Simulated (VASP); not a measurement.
Write the native input for VASP 6.6.1 that does the following.

- Task: single point
- Functional: BLYP
- Potentials or basis: VASP PAW PBE potentials, release 64 (Co)
- Cutoff: 520 eV
- k mesh: 15 × 15 × 15
- Occupations: fermi-dirac, width 0.1 eV
- Spin: no spin polarisation
- Dipole correction: no
- Further INCAR settings: ALGO = Normal; EDIFF = 1e-06; NBANDS = 10

The structure of Co lies in POSCAR:

```
Co
1.0
    2.2236953445      0.0000000000      0.0000000000
    0.0000000000      2.2236953445      0.0000000000
    0.0000000000      0.0000000000      2.2236953445
Co
1
Direct
    0.0000000000      0.0000000000      0.0000000000
```

This cell differs from its parent crystal: volume scaled by 0.88.

One way to write it, as run:

INCAR

```
PREC = Accurate
ENCUT = 520
EDIFF = 1E-6
ISMEAR = -1
SIGMA = 0.1
LREAL = False
LASPH = True
NELM = 80
ALGO = Normal
ISIF = 2
LWAVE = False
LCHARG = True
GGA = B5
ALDAX = 1.0
AGGAX = 1.0
AGGAC = 1.0
ALDAC = 0.0
LELF = True
LVHAR = True
NBANDS = 10
```

KPOINTS

```
regular mesh
0
Gamma
  15 15 15
```

Potentials or basis: VASP PAW PBE potentials, release 64 (Co).

The run is started by

```sh
$ cat potpaw_PBE.64/Co/POTCAR > POTCAR
$ mpirun -np 1 vasp_std > vasp.out
```

It gave:

| Item | Value |
| --- | --- |
| Pressure | 26.6 GPa |

Caveat: the PAW data sets were made with another functional, which shifts forces and pressure a little; the run has no spin polarisation, though such a crystal can be magnetic.

It took 12 s on 1 thread of Intel(R) Xeon(R) Platinum 8559C (Emerald Rapids), on a shared host, peak memory 0.12 GiB.
